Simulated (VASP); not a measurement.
# Pt: single point with LDA

Pt:

```
Pt
1.0
     0.00000    1.94681    1.94681
     1.94681    0.00000    1.94681
     1.94681    1.94681    0.00000
Pt
1
Direct
  0.00000 0.00000 0.00000
```

| Property | Result |
| --- | --- |
| Program | VASP 6.6.1 |
| Task | single point |
| Functional | LDA |
| Potentials or basis | VASP PAW LDA potentials, release 64 (Pt) |
| Cutoff | 520 eV |
| k mesh | 18 × 18 × 18 |
| Occupations | gaussian, width 0.05 eV |
| Spin | no spin polarisation |
| Dipole correction | no |
| Further INCAR settings | ALGO = Normal; EDIFF = 1e-06; NBANDS = 11 |

```yaml
Pressure: 0.7 GPa
Band_gap_on_the_k_mesh: zero (band 5 reaches 12.08 eV, above the bottom of band 6 at 9.77 eV)
```

Levels at points of the mesh, in eV from the Fermi level:
```
           k point  band 2  band 3  band 4  band 5  band 6  band 7  band 8  band 9
(0.00, 0.00, 0.00)   -3.96   -3.96   -3.96   -1.69   -1.69   14.55   19.60   19.60
(0.50, 0.00, 0.00)   -4.02   -4.02   -0.57    0.04    0.04    5.99   14.13   19.04
(0.50, 0.50, 0.00)   -6.89    0.03    0.51    0.51    1.72    9.10   11.40   11.40
```

It took 39 s on 1 thread of AMD EPYC 7R13, on a shared host, peak memory 0.14 GiB.

Caveat: spin-orbit coupling is left out, which moves the levels of the heavy elements.
